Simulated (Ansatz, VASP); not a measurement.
**One calculation of SnO2, two programs**

The input POSCAR:

```
SnO2
1.0
   -0.0138073950      2.5334669704      2.5334669704
    2.5334669704     -0.0138073950      2.5334669704
    2.5196595754      2.5196595754      0.0000000000
Sn O
1 2
Direct
    0.0000000000      0.0000000000      0.0000000000
    0.2502981892      0.2502981892      0.2497018108
    0.7497018108      0.7497018108      0.7502981892
```

Contents of INCAR.step1:

```
PREC     = Accurate       # precision mode
ENCUT    = 520            # plane-wave cutoff, eV
ISMEAR   = 0              # smearing method
SIGMA    = 0.01           # smearing width, eV
LREAL    = F              # projectors in reciprocal space
LASPH    = T              # aspherical terms in the spheres
NELM     = 80             # most SCF steps
NBANDS   = 20             # bands
GGA      = PE             # functional
ALGO     = Normal         # electronic algorithm
EDIFF    = 1E-4           # SCF threshold, eV
LWAVE    = T              # write WAVECAR
LCHARG   = F              # write CHGCAR
```

INCAR.step2

```
PREC     = Accurate       # precision mode
ENCUT    = 520            # plane-wave cutoff, eV
EDIFF    = 1E-7           # SCF threshold, eV
ISMEAR   = 0              # smearing method
SIGMA    = 0.01           # smearing width, eV
LREAL    = F              # projectors in reciprocal space
LASPH    = T              # aspherical terms in the spheres
NELM     = 80             # most SCF steps
ALGO     = Normal         # electronic algorithm
ISIF     = 2              # what is computed and relaxed
LWAVE    = F              # write WAVECAR
LCHARG   = F              # write CHGCAR
METAGGA  = R2SCAN         # meta-GGA
LMIXTAU  = T            
NBANDS   = 20             # bands
ISTART   = 1
```

Contents of KPOINTS:

```
Automatic mesh
0
Gamma
  8 8 8
```

Input for Ansatz:

```yaml
crystal:
  lattice:
    - [-0.013807395, 2.5334669704, 2.5334669704]
    - [2.5334669704, -0.013807395, 2.5334669704]
    - [2.5196595754, 2.5196595754, 0.0]
  atoms:
    - { symbol: Sn, position: [0.0, 0.0, 0.0] }
    - { symbol: O, position: [0.2502981892, 0.2502981892, 0.2497018108] }
    - { symbol: O, position: [0.7497018108, 0.7497018108, 0.7502981892] }
kpoints:
  mp_grid: { grid: [8, 8, 8] }
  band_path:
    path:
      - [0.0, 0.0, 0.0]
      - [0.5, 0.0, 0.5]
      - [0.625, 0.25, 0.625]
      - [0.375, 0.375, 0.75]
      - [0.5, 0.5, 0.5]
      - [0.5, 0.25, 0.75]
    npoints: 1
hamiltonian:
  xc: r2scan
scf:
  occupations: { method: fixed }
  n_extra_bands: 4
output:
  forces: true
  stress: true
  eigenvalues: true
```

Change from the starting cell: shear_xy strain -1.1%.

Alike in both runs: task single point; functional r2SCAN; k mesh 8 × 8 × 8; no spin polarisation.

|  | VASP | Ansatz |
| --- | --- | --- |
| version | VASP 6.6.1 | Ansatz 0.2.0 |
| potentials or method | VASP PAW PBE potentials, release 64 (Sn_d, O) | plane waves, PAW |
| plane-wave cutoff (eV) | 520 | 500 |
| occupations | gaussian, width 0.01 eV | fixed |
| valence electrons in the cell | 26 | 26 |

```csv
,VASP,Ansatz,Ansatz less VASP
gap on the k mesh at the Fermi level (eV),0.86,0.84,-0.019
pressure (GPa),1.4,0.0,-1.35
"traceless stress, the component that is largest in VASP (GPa)",0.22,0.19,-0.036
```

VASP's potentials were made for PBE, not for r2SCAN.
